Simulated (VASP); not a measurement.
# Mg (P6_3/mmc) in VASP: further runs, part 2 of 3

VASP 6.6.1. The steps go on from the part before.

### 3 Single point, PBEsol (zz strain of -3 %)

File INCAR:

```
PREC = Accurate
ENCUT = 520
EDIFF = 1E-6
ISMEAR = -1
SIGMA = 0.08
LREAL = F
LASPH = T
NELM = 100
ALGO = Normal
ISIF = 2
LWAVE = F
LCHARG = F
GGA = PS
NBANDS = 9
```

File KPOINTS:

```
Automatic mesh
0
Gamma
  12 12 7
```

File POSCAR:

```
Mg
1.0
    3.2092715325      0.0000000000      0.0000000000
   -1.6046357662      2.7793106748      0.0000000000
    0.0000000000      0.0000000000      5.0540201000
Mg
2
Direct
    0.3333333333      0.6666666667      0.2500000000
    0.6666666667      0.3333333333      0.7500000000
```

Potentials or basis: VASP PAW PBE potentials, release 64 (Mg).

On the command line:

```console
cat potpaw_PBE.64/Mg/POTCAR > POTCAR
mpirun -np 1 vasp_std > vasp.out
```

It took 8.6 s on 1 thread of Intel Xeon Platinum 8559C (Emerald Rapids), shared host; peak memory 0.17 GiB.

Results (log left out):

```yaml
Free_energy: -3.4558 eV
Pressure: -0.1 GPa
Band_gap_on_the_k_mesh: zero (band 2 reaches 3.60 eV, above the bottom of band 3 at 1.74 eV)
```

Stress tensor (GPa, compression positive):
```
-0.39  0.00  0.00
 0.00 -0.39  0.00
 0.00  0.00  0.55
```

Levels at points of the mesh, in eV from the Fermi level:
```
           k point  band 1  band 2  band 3  band 4  band 5
(0.00, 0.00, 0.00)   -6.96   -1.50   -0.90   10.76   10.76
(0.50, 0.00, 0.00)   -2.20   -2.20    2.78    3.15    3.59
```

Caveat: the cell differs from its parent crystal (zz strain of -3 %); the PAW data sets were made with another functional, which shifts forces and pressure a little.

### 4 Single point, PBEsol (zz strain of -2 %)

File INCAR:

```
ALGO = Normal ; EDIFF = 1E-7
ENCUT = 520 ; GGA = PS
ISIF = 2 ; ISMEAR = -1
LASPH = T ; LCHARG = F
LREAL = F ; LWAVE = F
NBANDS = 9 ; NELM = 60
PREC = Accurate ; SIGMA = 0.08
```

File KPOINTS:

```
k-points
0
Gamma
  12 12 7
```

POSCAR: that of step 3 with these lines changed.

```diff
@@ -4,3 +4,3 @@
    -1.6046357662      2.7793106748      0.0000000000
-    0.0000000000      0.0000000000      5.0540201000
+    0.0000000000      0.0000000000      5.1061234000
 Mg
```

Potentials or basis: VASP PAW PBE potentials, release 64 (Mg).

On the command line:

```console
cat potpaw_PBE.64/Mg/POTCAR > POTCAR
mpirun -np 1 vasp_std > vasp.out
```

OUTCAR:

```text
EDIFF = 1E-7
   ENCUT = 520
   GGA = PS
   ISIF = 2
   ISMEAR = -1
   LASPH = T
   LREAL = F
   NELM = 60
   PREC = Accurate

 ion  position               nearest neighbor table
   1  0.333  0.667  0.250-   2 3.15   2 3.15   2 3.15   2 3.15   2 3.15   2 3.15
   2  0.667  0.333  0.750-   1 3.15   1 3.15   1 3.15   1 3.15   1 3.15   1 3.15

  LATTYP: Found a hexagonal cell.
 ALAT       =     3.2092715325
 C/A-ratio  =     1.5910537168

  Lattice vectors:

 A1 = (   3.2092715325,   0.0000000000,   0.0000000000)
 A2 = (  -1.6046357662,   2.7793106748,   0.0000000000)
 A3 = (   0.0000000000,   0.0000000000,   5.1061234000)

Analysis of symmetry for initial positions (statically):
=====================================================================
 Subroutine PRICEL returns:
 Original cell was already a primitive cell.

 Routine SETGRP: Setting up the symmetry group for a
 hexagonal supercell.

 Subroutine GETGRP returns: Found 24 space group operations
 (whereof 12 operations were pure point group operations)
 out of a pool of 24 trial point group operations.

The static configuration has the point symmetry D_3d.
 The point group associated with its full space group is D_6h.

Analysis of symmetry for dynamics (positions and initial velocities):
=====================================================================
 Subroutine PRICEL returns:
 Original cell was already a primitive cell.

 Routine SETGRP: Setting up the symmetry group for a
 hexagonal supercell.

 Subroutine GETGRP returns: Found 24 space group operations
 (whereof 12 operations were pure point group operations)
 out of a pool of 24 trial point group operations.

The dynamic configuration has the point symmetry D_3d.
 The point group associated with its full space group is D_6h.

 Subroutine INISYM returns: Found 24 space group operations
 (whereof 12 operations are pure point group operations),
 and found     1 'primitive' translations

[... 110 lines left out ...]
   EFERMI_NEDOS =   21; number of points for ismear=-14 and -15
   IALGO  =     38    algorithm
   IMIX   =      4    mixing-type and parameters
     AMIX     =   0.40;   BMIX     =  1.00
     AMIX_MAG =   1.60;   BMIX_MAG =  1.00
  volume/ion in A,a.u.               =      22.77       153.67
  Fermi-wavevector in a.u.,A,eV,Ry     =   0.727696  1.375146  7.204845  0.529541
  Thomas-Fermi vector in A             =   1.818984
   LORBIT       =      0    0 simple, 1 ext, 2 COOP (PROOUT), +10 PAW based schemes
   GGA     = PS    functional components
   LHFCALC =     F    Hartree Fock is set to
   AEXX    =    0.0000 exact exchange contribution
   IVDW    =     0    specifies the selected vdW correction
   LEPSILON=     F    determine dielectric tensor
   LRPA    =     F    only Hartree local field effects (RPA)
 non-spin polarized calculation
  energy-cutoff  :      520.00
  volume of cell :       45.54
 maximum number of plane-waves:      1254
 NGX is ok and might be reduce to    24
   NGX = 11   NGY = 11   NGZ = 19

 number of electron       4.0000000 magnetization

 Free energy of the ion-electron system (eV)
  ---------------------------------------------------
  ext. energy  EPLUGINS =         0.00000000
  ---------------------------------------------------
  free energy    TOTEN  =        -3.45634367 eV

  energy without entropy =       -3.43950164  energy(sigma->0) =       -3.44792266

 E-fermi :   2.5825     XC(G=0):  -8.5587

 val. band max:        2.5260125093   @ k =   0.1667   0.1667   0.0000
 cond. band min:       2.6498217888   @ k =   0.2500   0.0833   0.0000
 fundamental gap:      0.1238092795
 Fermi energy:         2.5825015071

 k-point     1 :       0.0000    0.0000    0.0000
  band No.  band energies     occupation
      1      -4.3300      2.00000
      2       1.0422      2.00000
      3       1.5853      1.99999
      4      13.3930      0.00000
      5      13.3930      0.00000
      6      13.4779      0.00000
      7      13.4779      0.00000
      8      14.5739      0.00000
      9      15.9274      0.00000
[... 265 lines left out ...]
 k-point    24 :       0.3333    0.0000    0.1429
  band No.  band energies     occupation
      1      -2.0685      2.00000
      2       1.8442      1.99980
      3       4.0284      0.00000
      4       5.2615      0.00000
      5       7.8888      0.00000
      6       9.8976      0.00000
      7      10.2257      0.00000
      8      12.0756      0.00000
      9      13.3477      0.00000

 [... further k-points ...]
[... 5 lines left out ...]
  --------------------------------------------------------------------------------------
  -------------------------------------------------------------------------------------
  Total       -0.1694703     -0.1694703     -0.0605981     -0.0000000      0.0000000      0.0000000
  in kB       -5.9616900     -5.9616900     -2.1317407     -0.0000000      0.0000000      0.0000000
  external PRESSURE =      -4.6850403 kB  Pullay stress =       0.0000000 kB

 VOLUME and BASIS-vectors are now :
 -----------------------------------------------------------------------------
  energy-cutoff  :      520.00
  volume of cell :       45.54
      direct lattice vectors                 reciprocal lattice vectors
     3.209271532  0.000000000  0.000000000     0.311597193  0.179900723  0.000000000
    -1.604635766  2.779310675  0.000000000     0.000000000  0.359801446  0.000000000
     0.000000000  0.000000000  5.106123400     0.000000000  0.000000000  0.195843289

 POSITION                                       TOTAL-FORCE (eV/Angst)
 -----------------------------------------------------------------------------------
     -0.00000      1.85287      1.27653         0.000000      0.000000      0.000000
      1.60464      0.92644      3.82959        -0.000000      0.000000      0.000000
 -----------------------------------------------------------------------------------
    total drift:                                0.000000     -0.000000      0.000000

  FREE ENERGIE OF THE ION-ELECTRON SYSTEM (eV)
  ---------------------------------------------------
  free  energy   TOTEN  =        -3.4563436683 eV

  energy  without entropy=       -3.4395016449  energy(sigma->0) =       -3.44792266
```

OSZICAR:

```text
N       E                     dE             d eps       ncg     rms          rms(c)
DAV:   1    -0.684823374679E+00   -0.68482E+00   -0.13262E+03  1368   0.318E+02
DAV:   2    -0.343180418553E+01   -0.27470E+01   -0.26182E+01  1785   0.280E+01
DAV:   3    -0.347628342690E+01   -0.44479E-01   -0.44361E-01  1812   0.289E+00
DAV:   4    -0.347643023336E+01   -0.14681E-03   -0.14679E-03  1756   0.158E-01
DAV:   5    -0.347643074878E+01   -0.51541E-06   -0.51508E-06  1732   0.944E-03    0.967E-01
DAV:   6    -0.346592328633E+01    0.10507E-01   -0.57267E-04  1599   0.156E-01    0.616E-01
DAV:   7    -0.345633873626E+01    0.95846E-02   -0.23995E-03  1429   0.284E-01    0.316E-02
DAV:   8    -0.345634418419E+01   -0.54479E-05   -0.18431E-05  1931   0.264E-02    0.645E-03
DAV:   9    -0.345634382757E+01    0.35661E-06   -0.92259E-07  1532   0.410E-03    0.567E-04
DAV:  10    -0.345634369199E+01    0.13558E-06   -0.42711E-09  1194   0.358E-04    0.164E-04
DAV:  11    -0.345634366834E+01    0.23656E-07   -0.40334E-10   797   0.135E-04
   1 F= -.34563437E+01 E0= -.34479227E+01  d E =-.168420E-01
```

stdout:

```text
POSCAR found type information on POSCAR Mg
 POSCAR found :  1 types and       2 ions
 scaLAPACK will be used
 -----------------------------------------------------------------------------
|                                                                             |
|                                                                             |
|     You enforced a specific xc type in the INCAR file but a different       |
|     I HOPE YOU KNOW WHAT YOU ARE DOING!                                     |
|                                                                             |
 -----------------------------------------------------------------------------

 LDA part: xc-table for (Slater+PW92), standard interpolation
 POSCAR, INCAR and KPOINTS ok, starting setup
 FFT: planning ... GRIDC
 FFT: planning ... GRID_SOFT
 FFT: planning ... GRID
 WAVECAR not read
 entering main loop
```

It took 10 s on 1 thread of Intel Xeon Platinum 8559C (Emerald Rapids), shared host; peak memory 0.17 GiB.

What came out:

```yaml
Free_energy: -3.4563 eV
Pressure: -0.5 GPa
Band_gap_on_the_k_mesh: zero (band 2 reaches 3.58 eV, above the bottom of band 3 at 1.59 eV)
```

Levels at points of the mesh, in eV from the Fermi level:
```csv
k point,band 1,band 2,band 3,band 4,band 5,band 6,band 7
"(0.00, 0.00, 0.00)",-6.91,-1.54,-1.00,10.81,10.81,10.90,10.90
"(0.50, 0.00, 0.00)",-2.16,-2.16,2.75,3.12,3.49,3.85,6.76
```

Caveat: the cell differs from its parent crystal (zz strain of -2 %); the PAW data sets were made with another functional, which shifts forces and pressure a little.

[end of part 2 of 3]
